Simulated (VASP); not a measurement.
# Ni (P6_3/mmc) in VASP: single point with r2SCAN

Aim: the single point of Ni with r2SCAN.

All numbers are computed with VASP 6.6.1; they aren't measurements. Logs are shortened: lines on timing, memory, paths and dates and some standing lists are left out, and cuts for length are marked.

## (1) The cell of the first run

The structure is hexagonal, space group P6_3/mmc (No. 194). Conventional cell: a = 2.448 Å, b = 2.448 Å, c = 4.073 Å, α = 90.00°, β = 90.00°, γ = 120.00°. Ni (site symmetry -6m2) has 12 Ni at 2.45 to 2.48 Å within 3.2 Å.

This isn't the form of Ni at room conditions, which is fcc.

## (2) Single point, r2SCAN, collinear spin, ferromagnetic start

POSCAR

```
Ni
1.0
    2.4480228978      0.0000000000      0.0000000000
   -1.2240114489      2.1200500186      0.0000000000
    0.0000000000      0.0000000000      4.0728075700
Ni
2
Direct
    0.3333333300      0.6666666700      0.2500000000
    0.6666666700      0.3333333300      0.7500000000
```

INCAR.step1

```
  ALGO = Normal
  EDIFF = 1E-5
  ENCUT = 650
  GGA = PE
  GGA_COMPAT = False
  ISMEAR = 0
  ISPIN = 2
  LASPH = True
  LCHARG = False
  LMAXMIX = 4
  LREAL = False
  LWAVE = True
  MAGMOM = 2 2
  NBANDS = 29
  NELM = 200
  PREC = Accurate
  SIGMA = 0.1
```

INCAR.step2

```
  ALGO = Normal
  EDIFF = 1E-6
  ENCUT = 650
  GGA_COMPAT = False
  ISIF = 2
  ISMEAR = 0
  ISPIN = 2
  ISTART = 1
  LASPH = True
  LCHARG = True
  LELF = True
  LMAXMIX = 4
  LMIXTAU = True
  LORBIT = 11
  LREAL = False
  LVHAR = True
  LWAVE = False
  MAGMOM = 2 2
  METAGGA = R2SCAN
  NBANDS = 29
  NELM = 200
  PREC = Accurate
  SIGMA = 0.1
```

KPOINTS

```
k-points
0
Gamma
  9 9 4
```

Potentials or basis: VASP PAW PBE potentials, release 64 (Ni_sv_GW).

The run is started by

```bash
$ cat potpaw_PBE.64/Ni_sv_GW/POTCAR > POTCAR
$ cp INCAR.step1 INCAR
$ mpirun -np 1 vasp_std > vasp.out
$ cp INCAR.step2 INCAR
$ mpirun -np 1 vasp_std > vasp.out
```

OUTCAR:

```text
EDIFF = 1E-6
   ENCUT = 650
   ISIF = 2
   ISMEAR = 0
   ISPIN = 2
   ISTART = 1
   LASPH = True
   LORBIT = 11
   LREAL = False
   METAGGA = R2SCAN
   NELM = 200
   PREC = Accurate

 ion  position               nearest neighbor table
   1  0.333  0.667  0.250-   2 2.48   2 2.48   2 2.48   2 2.48   2 2.48   2 2.48
   2  0.667  0.333  0.750-   1 2.48   1 2.48   1 2.48   1 2.48   1 2.48   1 2.48

  LATTYP: Found a hexagonal cell.
 ALAT       =     2.4480228978
 C/A-ratio  =     1.6637130207

  Lattice vectors:

 A1 = (   2.4480228978,   0.0000000000,   0.0000000000)
 A2 = (  -1.2240114489,   2.1200500186,   0.0000000000)
 A3 = (   0.0000000000,   0.0000000000,   4.0728075700)

Analysis of symmetry for initial positions (statically):
=====================================================================
 Subroutine PRICEL returns:
 Original cell was already a primitive cell.

 Routine SETGRP: Setting up the symmetry group for a
 hexagonal supercell.

 Subroutine GETGRP returns: Found 24 space group operations
 (whereof 12 operations were pure point group operations)
 out of a pool of 24 trial point group operations.

The static configuration has the point symmetry D_3d.
 The point group associated with its full space group is D_6h.

Analysis of symmetry for dynamics (positions and initial velocities):
=====================================================================
 Subroutine PRICEL returns:
 Original cell was already a primitive cell.

 Routine SETGRP: Setting up the symmetry group for a
 hexagonal supercell.

 Subroutine GETGRP returns: Found 24 space group operations
 (whereof 12 operations were pure point group operations)
 out of a pool of 24 trial point group operations.

The dynamic configuration has the point symmetry D_3d.
 The point group associated with its full space group is D_6h.

Analysis of structural, dynamic, and magnetic symmetry:
=====================================================================
 Subroutine PRICEL returns:
 Original cell was already a primitive cell.

 Routine SETGRP: Setting up the symmetry group for a
 hexagonal supercell.

 Subroutine GETGRP returns: Found 24 space group operations
 (whereof 12 operations were pure point group operations)
 out of a pool of 24 trial point group operations.

The overall configuration has the point symmetry D_3d.
 The point group associated with its full space group is D_6h.

 Subroutine INISYM returns: Found 24 space group operations
 (whereof 12 operations are pure point group operations),
 and found     1 'primitive' translations

----------------------------------------------------------------------------------------

                                     Primitive cell

  volume of cell :      21.1376

  direct lattice vectors                    reciprocal lattice vectors
     2.448022898  0.000000000  0.000000000     0.408492911  0.235843492  0.000000000
    -1.224011449  2.120050019  0.000000000     0.000000000  0.471686984  0.000000000
     0.000000000  0.000000000  4.072807570     0.000000000  0.000000000  0.245530873

  length of vectors
     2.448022898  2.448022898  4.072807570     0.471686984  0.471686984  0.245530873

  position of ions in fractional coordinates (direct lattice)
     0.333333330  0.666666670  0.250000000
     0.666666670  0.333333330  0.750000000

  ion indices of the primitive-cell ions
   primitive index   ion index
                 1           1
                 2           2

----------------------------------------------------------------------------------------

 KPOINTS: k-points

Automatic generation of k-mesh.
 Grid dimensions read from file:
 generate k-points for:    9    9    4

 Generating k-lattice:

  Cartesian coordinates                     Fractional coordinates (reciprocal lattice)
     0.045388101  0.026204832  0.000000000     0.111111111 -0.000000000  0.000000000
     0.000000000  0.052409665  0.000000000     0.000000000  0.111111111  0.000000000
     0.000000000  0.000000000  0.061382718     0.000000000  0.000000000  0.250000000

  Length of vectors
     0.052409665  0.052409665  0.061382718

  Shift w.r.t. Gamma in fractional coordinates (k-lattice)
     0.000000000  0.000000000  0.000000000

 Subroutine IBZKPT returns following result:
 ===========================================

 Found     36 irreducible k-points:

 Following reciprocal coordinates:
            Coordinates               Weight
  0.000000  0.000000  0.000000      1.000000
  0.111111  0.000000  0.000000      6.000000
  0.222222 -0.000000  0.000000      6.000000
  0.333333  0.000000  0.000000      6.000000
  0.444444 -0.000000  0.000000      6.000000
  0.111111  0.111111  0.000000      6.000000
[... 16 lines left out ...]
  0.333333  0.222222  0.250000     24.000000
  0.333333  0.333333  0.250000      4.000000
 [... further k-points ...]
   k-points           NKPTS =     36   k-points in BZ     NKDIM =     36   number of bands    NBANDS=     29
   number of dos      NEDOS =    301   number of ions     NIONS =      2
   total plane-waves  NPLWV =  14400
   dimension x,y,z NGX =    20 NGY =   20 NGZ =   36
   dimension x,y,z NGXF=    40 NGYF=   40 NGZF=   72
   ions per type =               2
   NGX,Y,Z   is equivalent  to a cutoff of  13.58, 13.58, 14.69 a.u.
   NGXF,Y,Z  is equivalent  to a cutoff of  27.16, 27.16, 29.39 a.u.
 SYSTEM =  unknown system
   PREC   = accura    normal or accurate (medium, high low for compatibility)
   ISTART =      1    job   : 0-new  1-cont  2-samecut
   ICHARG =      0    charge: 1-file 2-atom 10-const
   ISPIN  =      2    spin polarized calculation?
   LNONCOLLINEAR =      F non collinear calculations
   LSORBIT =      F    spin-orbit coupling
   LASPH  =      T    aspherical Exc in radial PAW
   ENCUT  =  650.0 eV  47.77 Ry    6.91 a.u.   5.09  5.09  8.47*2*pi/ulx,y,z
   NELM   =    200;   NELMIN=  2; NELMDL=  0     # of ELM steps
   EDIFF  = 0.1E-05   stopping-criterion for ELM
   LREAL  =      F    real-space projection
   EDIFFG = 0.1E-04   stopping-criterion for IOM
   NSW    =      0    number of steps for IOM
   IBRION =     -1    ionic relax: 0-MD 1-quasi-New 2-CG
   NFREE  =      0    steps in history (QN), initial steepest desc. (CG)
   ISIF   =      2    stress and relaxation
   ISYM   =      2    0-nonsym 1-usesym 2-fastsym
   POTIM  = 0.5000    time-step for ionic-motion
   TEBEG  =    0.0;   TEEND  =   0.0 temperature during run
   PSTRESS=    0.0 pullay stress
   NELECT =      36.0000    total number of electrons
   NUPDOWN=      -1.0000    fix difference up-down
   EMIN   =  10.00;   EMAX   =-10.00  energy-range for DOS
   EFERMI =   0.00;   METHOD = LEGACY
   ISMEAR =     0;   SIGMA  =   0.10  broadening in eV -4-tet -1-fermi 0-gaus
   EFERMI_NEDOS =   21; number of points for ismear=-14 and -15
   IALGO  =     38    algorithm
   IMIX   =      4    mixing-type and parameters
     AMIX     =   0.40;   BMIX     =  1.00
     AMIX_MAG =   1.60;   BMIX_MAG =  1.00
  volume/ion in A,a.u.               =      10.57        71.32
  Fermi-wavevector in a.u.,A,eV,Ry     =   1.955047  3.694503 52.004300  3.822208
  Thomas-Fermi vector in A             =   2.981484
   LORBIT       =     11    0 simple, 1 ext, 2 COOP (PROOUT), +10 PAW based schemes
   METAGGA = R2SCAN    functional components
   LHFCALC =     F    Hartree Fock is set to
   AEXX    =    0.0000 exact exchange contribution
   IVDW    =     0    specifies the selected vdW correction
   LEPSILON=     F    determine dielectric tensor
   LRPA    =     F    only Hartree local field effects (RPA)
 spin polarized calculation
 Gauss-broadening in eV      SIGMA  =   0.10
  energy-cutoff  :      650.00
  volume of cell :       21.14
 maximum number of plane-waves:       807
   NGX = 11   NGY = 11   NGZ = 17

 number of electron      35.9999995 magnetization       1.6131800

 Free energy of the ion-electron system (eV)
  ---------------------------------------------------
  ext. energy  EPLUGINS =         0.00000000
  ---------------------------------------------------
  free energy    TOTEN  =       -25.70042364 eV

  energy without entropy =      -25.68446230  energy(sigma->0) =      -25.69244297

 E-fermi :   8.1221     XC(G=0): -15.3280

 val. band max:        8.1182560506   @ k =   0.0000   0.0000   0.0000
 cond. band min:       8.1233014583   @ k =   0.3333   0.3333   0.0000
 fundamental gap:      0.0050454077
 Fermi energy:         8.1220504364

 spin component 1

 k-point     1 :       0.0000    0.0000    0.0000
  band No.  band energies     occupation
      1     -99.7437      1.00000
      2     -99.7093      1.00000
      3     -58.7252      1.00000
      4     -58.5536      1.00000
      5     -58.5536      1.00000
      6     -58.5221      1.00000
[... 21 lines left out ...]
     28      35.5018      0.00000
     29      39.2900      0.00000
[... 705 lines left out ...]
 k-point    24 :       0.3333    0.3333    0.2500
  band No.  band energies     occupation
      1     -99.6962      1.00000
      2     -99.6962      1.00000
      3     -58.6999      1.00000
      4     -58.6957      1.00000
      5     -58.6957      1.00000
      6     -58.6542      1.00000
[... 21 lines left out ...]
     28      38.5787      0.00000
     29      40.7311      0.00000

 [... further k-points ...]

 spin component 2

 k-point     1 :       0.0000    0.0000    0.0000
  band No.  band energies     occupation
      1     -98.3157      1.00000
      2     -98.2789      1.00000
      3     -57.3525      1.00000
      4     -57.1271      1.00000
      5     -57.1271      1.00000
      6     -57.1012      1.00000
[... 21 lines left out ...]
     28      35.7664      0.00000
     29      39.5708      0.00000
[... 705 lines left out ...]
 k-point    24 :       0.3333    0.3333    0.2500
  band No.  band energies     occupation
      1     -98.2648      1.00000
      2     -98.2648      1.00000
      3     -57.2874      1.00000
      4     -57.2874      1.00000
      5     -57.2846      1.00000
      6     -57.2351      1.00000
[... 21 lines left out ...]
     28      38.6342      0.00000
     29      40.8935      0.00000

 [... further k-points ...]

------------------------ aborting loop because EDIFF is reached ----------------------------------------

  FORCE on cell =-STRESS in cart. coord.  units (eV):
  Direction    XX          YY          ZZ          XY          YZ          ZX
  --------------------------------------------------------------------------------------
  -------------------------------------------------------------------------------------
  Total       -0.2604480     -0.2604480     -0.9470237      0.0000000     -0.0000000      0.0000000
  in kB      -19.7413158    -19.7413158    -71.7820672      0.0000000     -0.0000000      0.0000000
  external PRESSURE =     -37.0882329 kB  Pullay stress =       0.0000000 kB

 VOLUME and BASIS-vectors are now :
 -----------------------------------------------------------------------------
  energy-cutoff  :      650.00
  volume of cell :       21.14
      direct lattice vectors                 reciprocal lattice vectors
     2.448022898  0.000000000  0.000000000     0.408492911  0.235843492  0.000000000
    -1.224011449  2.120050019  0.000000000     0.000000000  0.471686984  0.000000000
     0.000000000  0.000000000  4.072807570     0.000000000  0.000000000  0.245530873

 POSITION                                       TOTAL-FORCE (eV/Angst)
 -----------------------------------------------------------------------------------
     -0.00000      1.41337      1.01820        -0.000000      0.000000      0.000000
      1.22401      0.70668      3.05461         0.000000     -0.000000      0.000000
 -----------------------------------------------------------------------------------
    total drift:                               -0.000017      0.000010     -0.000000

  FREE ENERGIE OF THE ION-ELECTRON SYSTEM (eV)
  ---------------------------------------------------
  free  energy   TOTEN  =       -25.7004236414 eV

  energy  without entropy=      -25.6844622951  energy(sigma->0) =      -25.69244297

 total charge

# of ion       s       p       d       f       tot
--------------------------------------------------
    1        2.244   6.322   7.811   0.005  16.382
    2        2.244   6.322   7.811   0.005  16.382
--------------------------------------------------
tot          4.488  12.644  15.622   0.011  32.765

 magnetization (x)

# of ion       s       p       d       f       tot
--------------------------------------------------
    1        0.001  -0.025   0.896  -0.001   0.871
    2        0.001  -0.025   0.896  -0.001   0.871
--------------------------------------------------
tot          0.001  -0.050   1.791  -0.001   1.742
```

Run time: 8.1 min. Hardware: 1 thread of AMD EPYC 7R43 (Zen 3), shared host; peak memory 0.16 GiB.

Results:

```
Free energy                                           : -25.7004 eV
Pressure                                              : -3.7 GPa
Net moment                                            : 1.61 μB per cell
Site moments                                          : Ni +0.87 μB
Valence electrons inside the program's atomic spheres : Ni 16.38
```

Stress tensor (GPa, compression positive):
```
-1.97  0.00  0.00
 0.00 -1.97  0.00
 0.00  0.00 -7.18
```

Caveat: the k points lie up to 0.39 Å⁻¹ apart; the PAW data sets were made with another functional, which shifts forces and pressure a little.
